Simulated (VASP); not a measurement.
Wanted: the native input for a VASP 6.6.1 run.

| Quantity | Value |
| --- | --- |
| Task | single point |
| Functional | revPBE |
| Potentials or basis | VASP PAW PBE potentials, release 64 (Bi_d) |
| Cutoff | 520 eV |
| k mesh | 12 × 12 × 12 |
| Occupations | fermi-dirac, width 0.1 eV |
| Spin | no spin polarisation |
| Dipole correction | no |
| Further INCAR settings | ALGO = Normal; EDIFF = 1e-06; NBANDS = 14 |

The structure of Bi lies in POSCAR:

```
Bi
1.0
   -2.0064713984      2.0064713984      2.0064713984
    2.0064713984     -2.0064713984      2.0064713984
    2.0064713984      2.0064713984     -2.0064713984
Bi
1
Direct
    0.0000000000      0.0000000000      0.0000000000
```

The input as run:

INCAR

```
SYSTEM = Bi
PREC     = Accurate       ! precision mode
ENCUT    = 520            ! plane-wave cutoff, eV
EDIFF    = 1E-6           ! SCF threshold, eV
ISMEAR   = -1             ! smearing method
SIGMA    = 0.1            ! smearing width, eV
LREAL    = .False.        ! projectors in reciprocal space
LASPH    = .True.         ! aspherical terms in the spheres
NELM     = 100            ! most SCF steps
ALGO     = Normal         ! electronic algorithm
ISIF     = 2              ! what is computed and relaxed
LWAVE    = .False.        ! write WAVECAR
LCHARG   = .True.         ! write CHGCAR
GGA      = RE             ! functional
LELF     = .True.         ! ELF
LVHAR    = .True.       
NBANDS   = 14             ! bands
```

KPOINTS

```
regular mesh
0
Gamma
  12 12 12
  0 0 0
```

Potentials or basis: VASP PAW PBE potentials, release 64 (Bi_d).

Command:

```console
$ cat potpaw_PBE.64/Bi_d/POTCAR > POTCAR
$ mpirun -np 1 vasp_std > vasp.out
```

It gave:

- Pressure: -0.3 GPa

Caveat: the PAW data sets were made with another functional, which shifts forces and pressure a little.

Wall time 28 s on 1 thread of AMD EPYC 7R13 Processor (Zen 3), on a shared host, peak memory 0.14 GiB.
